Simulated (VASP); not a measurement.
# Si5P13 in VASP: a series of runs, part 2 of 2

VASP 6.6.1. Earlier steps stand in the parts before.

### 3 Single point, PBE

The input, INCAR:

```
ALGO = Normal
EDIFF = 1E-7
ENCUT = 520
GGA = PE
ISIF = 2
ISMEAR = -1
ISYM = 0
LASPH = T
LCHARG = T
LELF = T
LREAL = Auto
LVHAR = T
LWAVE = F
NBANDS = 58
NELM = 60
PREC = Accurate
SIGMA = 0.1034
```

The input, KPOINTS:

```
Automatic mesh
0
Gamma
  1 1 1
  0.25 0.25 0.25
```

The input, POSCAR:

```
Si5P13
1.0
    7.0479230000      0.0446470000      0.1733930000
    0.0446470000      7.0511420000     -0.0312760000
    0.1733930000     -0.0312760000      7.0375900000
Si P
5 13
Direct
    0.8087638729      0.3780766453      0.6393078783
    0.4227101499      0.5879531380      0.0728291704
    1.0285830640      0.3834251300      0.0614268380
    0.4071318472      0.4646622705      0.6753058881
    0.7632133081      0.6587961820      0.4158016685
    0.7901954382      0.9295058587      0.7110134105
    0.8495874814      0.0861503683      0.4490348140
    0.5474200725      0.1325690259      0.3737271453
    0.5346357390      0.8432944276      0.2981084124
    0.2756013046      0.1770501905      0.5731169455
    0.0643899623      0.8178857903      0.6972332044
    0.2788449516      0.9961284175      0.8383908625
    0.7256686202      0.4476430384      0.1621548889
    1.1026965027      0.8162950883      0.3720959292
    0.0479931602      0.5235183475      0.7393515226
    0.5831436694      0.2854637594     -0.1134058486
    0.1670543034      0.5230205219      0.3232012582
    0.9555058405      0.0886202896      0.9747958696
```

Potentials or basis: VASP PAW PBE potentials, release 64 (Si, P).

Started as:

```
cat potpaw_PBE.64/Si/POTCAR potpaw_PBE.64/P/POTCAR > POTCAR
mpirun -np 1 vasp_std > vasp.out
```

OUTCAR:

```text
EDIFF = 1E-7
   ENCUT = 520
   GGA = PE
   ISIF = 2
   ISMEAR = -1
   ISYM = 0
   LASPH = T
   LREAL = Auto
   NELM = 60
   PREC = Accurate

 ion  position               nearest neighbor table
   1  0.809  0.378  0.639-  15 2.13  16 2.40   7 2.45   5 2.57   4 2.89
   2  0.423  0.588  0.073-  13 2.45  17 2.51   9 2.55  16 2.70   4 2.93
   3  0.029  0.383  0.061-  18 2.23  13 2.26  17 2.34  15 2.48
   4  0.407  0.465  0.675-  16 2.35  10 2.36  15 2.58   1 2.89   2 2.93
[... 239 lines left out ...]
  Total       -3.0950962     11.4198923     -7.4397513     -3.4094952      2.6225617      8.1529341
  in kB      -14.1882911     52.3501514    -34.1047091    -15.6295334     12.0221365     37.3740244
  external PRESSURE =       1.3523837 kB  Pullay stress =       0.0000000 kB

 VOLUME and BASIS-vectors are now :
 -----------------------------------------------------------------------------
  energy-cutoff  :      520.00
  volume of cell :      349.51
      direct lattice vectors                 reciprocal lattice vectors
     7.047923000  0.044647000  0.173393000     0.141977725 -0.000914520 -0.003502129
     0.044647000  7.051142000 -0.031276000    -0.000914520  0.141829685  0.000652842
     0.173393000 -0.031276000  7.037590000    -0.003502129  0.000652842  0.142183285

 POSITION                                       TOTAL-FORCE (eV/Angst)
 -----------------------------------------------------------------------------------
      5.82784      2.68199      4.62760        -1.932039     -0.446263     -0.867310
      3.01811      4.16234      0.56745         0.442046      0.772068     -0.327725
      0.22922      2.70294      0.42526        -0.260992      1.459464     -0.623486
      3.00727      3.27346      4.80859        -0.651959      0.596328      0.113533
      5.48058      4.66634      3.03797         0.191287     -0.164295      0.588367
      5.73402      6.56712      5.11176        -1.758379      0.223209      0.110298
[... 10 lines left out ...]
      1.25678      3.68524      2.28717         1.026174     -1.716383     -0.686551
      6.90731      0.63705      7.02312         1.329568     -0.653411     -0.848024
 -----------------------------------------------------------------------------------
    total drift:                               -0.000858      0.007279     -0.003330

  FREE ENERGIE OF THE ION-ELECTRON SYSTEM (eV)
  ---------------------------------------------------
  free  energy   TOTEN  =       -90.9474891726 eV

  energy  without entropy=      -90.7398787825  energy(sigma->0) =      -90.84368398
```

OSZICAR:

```text
N       E                     dE             d eps       ncg     rms          rms(c)
DAV:   1     0.301773280968E+03    0.30177E+03   -0.33942E+04   116   0.123E+03
DAV:   2    -0.632865584570E+02   -0.36506E+03   -0.35019E+03   142   0.197E+02
DAV:   3    -0.910813742942E+02   -0.27795E+02   -0.27036E+02   144   0.508E+01
DAV:   4    -0.920186064157E+02   -0.93723E+00   -0.92982E+00   160   0.102E+01
DAV:   5    -0.920361235353E+02   -0.17517E-01   -0.17497E-01   160   0.151E+00    0.190E+01
DAV:   6    -0.911305042913E+02    0.90562E+00   -0.15864E+00   152   0.406E+00    0.111E+01
DAV:   7    -0.909548581398E+02    0.17565E+00   -0.12411E+00   144   0.326E+00    0.238E+00
DAV:   8    -0.909493841133E+02    0.54740E-02   -0.14958E-01   144   0.136E+00    0.959E-01
DAV:   9    -0.909474787150E+02    0.19054E-02   -0.20929E-02   144   0.466E-01    0.571E-01
DAV:  10    -0.909472029607E+02    0.27575E-03   -0.49026E-03   144   0.242E-01    0.200E-01
DAV:  11    -0.909473844812E+02   -0.18152E-03   -0.16645E-03   152   0.135E-01    0.736E-02
DAV:  12    -0.909474419615E+02   -0.57480E-04   -0.19538E-04   144   0.480E-02    0.450E-02
DAV:  13    -0.909474831030E+02   -0.41141E-04   -0.68805E-05   136   0.285E-02    0.940E-03
DAV:  14    -0.909474879481E+02   -0.48452E-05   -0.81457E-06   144   0.103E-02    0.746E-03
DAV:  15    -0.909474888985E+02   -0.95034E-06   -0.19718E-06   136   0.467E-03    0.346E-03
DAV:  16    -0.909474890943E+02   -0.19584E-06   -0.32589E-07   120   0.189E-03    0.116E-03
DAV:  17    -0.909474891726E+02   -0.78302E-07   -0.11700E-07    88   0.120E-03
   1 F= -.90947489E+02 E0= -.90843684E+02  d E =-.207610E+00
```

Run time: 36 s. Hardware: 1 thread of Intel Xeon Platinum 8559C (Emerald Rapids), shared host; peak memory 0.39 GiB.

What came out:

* Free energy: -90.9475 eV
* Pressure: 0.1 GPa
* Largest force: 4.031 eV/Å

Forces in eV/Å, atoms in the order of the input:
```
Si  -1.932 -0.446 -0.867
Si   0.442  0.772 -0.328
Si  -0.261  1.459 -0.623
Si  -0.652  0.596  0.114
Si   0.191 -0.164  0.588
P   -1.758  0.223  0.110
P   -0.239  1.624  0.797
P   -0.709  0.372  0.283
P   -0.886 -1.501 -0.276
P    0.704 -0.241 -0.360
P    1.296 -0.223 -1.470
P   -0.827  0.302  0.464
P   -1.042  0.322 -0.038
P   -0.126  0.855  0.223
P    2.619 -0.999  2.897
P    0.823 -0.581  0.020
P    1.026 -1.716 -0.687
P    1.330 -0.653 -0.848
```

Caveat: the k points lie up to 0.89 Å⁻¹ apart.
